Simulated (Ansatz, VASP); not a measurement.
# AlO in VASP and in Ansatz

```xyz
4
Lattice="3.4506 0.0000 0.0000 0.0000 3.4506 0.0000 0.0000 0.0000 4.3390" Properties=species:S:1:pos:R:3 pbc="T T T"
Al    0.0000    1.7253    0.8341
Al    1.7253    0.0000    3.5049
O     0.0000    0.0000    0.0000
O     1.7253    1.7253    0.0000
```

Alike in both runs: functional PBE; k mesh 6 × 6 × 4; occupations gaussian, width 0.1 eV; no spin polarisation.

Ansatz relaxed the structure, and its values are those at the end. VASP's run is a single point on that final structure, the one shown.

|  | VASP | Ansatz |
| --- | --- | --- |
| version | VASP 6.6.1 | Ansatz 0.2.0 |
| potentials or method | VASP PAW PBE potentials, release 64 (Al, O), cutoff 520 eV | scalar-relativistic, plane waves, PAW |
| valence electrons in the cell | 18 | 18 |

|  | VASP | Ansatz | Ansatz less VASP |
| --- | --- | --- | --- |
| gap on the k mesh at the Fermi level (eV) | none | none | - |
| pressure (GPa) | 0.1 | 0.1 | +0.04 |
| rms of the force components (eV/Å) | 0.004 | 0.001 | -0.0027 |

A gap of «none» marks a metal or a gap that the smearing closes.

The k mesh is coarse, so the values compare programs but aren't converged.
